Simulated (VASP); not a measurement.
Write the native input for VASP 6.6.1 that does the following.

```yaml
Task: single point
Functional: PBEsol
Potentials_or_basis: VASP PAW PBE potentials, release 64 (Au)
Cutoff: 520 eV
k_mesh: 18 × 18 × 10
Occupations: gaussian, width 0.15 eV
Spin: no spin polarisation
Dipole_correction: no
Further_INCAR_settings: ALGO = Fast; EDIFF = 1e-06; NBANDS = 18
```

The structure of Au lies in POSCAR:

```
Au
1.0
    2.8999984104      0.0000000000      0.0000000000
   -1.4499992052      2.5114722944      0.0000000000
    0.0000000000      0.0000000000      4.8800000000
Au
2
Direct
    0.3532419742      0.7064839484      0.7295081967
    0.6666666667      0.3333333333      0.2500000000
```

This cell differs from its parent crystal: atom 1 (Au) moved by (+0.100, -0.100) A along y and z.

One way to write it, as run:

INCAR

```
SYSTEM = Au
  PREC = Accurate
  ENCUT = 520
  EDIFF = 1E-6
  ISMEAR = 0
  SIGMA = 0.15
  LREAL = .False.
  LASPH = .True.
  NELM = 60
  ALGO = Fast
  ISIF = 2
  LWAVE = .False.
  LCHARG = .False.
  GGA = PS
  NBANDS = 18
```

KPOINTS

```
regular mesh
0
Gamma
  18 18 10
  0 0 0
```

Potentials or basis: VASP PAW PBE potentials, release 64 (Au).

The run is started by

```bash
$ cat potpaw_PBE.64/Au/POTCAR > POTCAR
$ mpirun -np 1 vasp_std > vasp.out
```

It gave:

```
Pressure               : -5.7 GPa
Largest force          : 0.604 eV/Å
Band gap on the k mesh : zero (band 11 reaches 12.56 eV, above the bottom of band 12 at 6.17 eV)
```

Caveat: the cell differs from its parent crystal (atom 1 (Au) moved by (+0.100, -0.100) A along y and z); the PAW data sets were made with another functional, which shifts forces and pressure a little; spin-orbit coupling is left out, which moves the levels of the heavy elements.

Wall time 2.1 min on 1 thread of Intel(R) Xeon(R) 6975P-C (Granite Rapids), with other jobs on the host, peak memory 0.53 GiB.
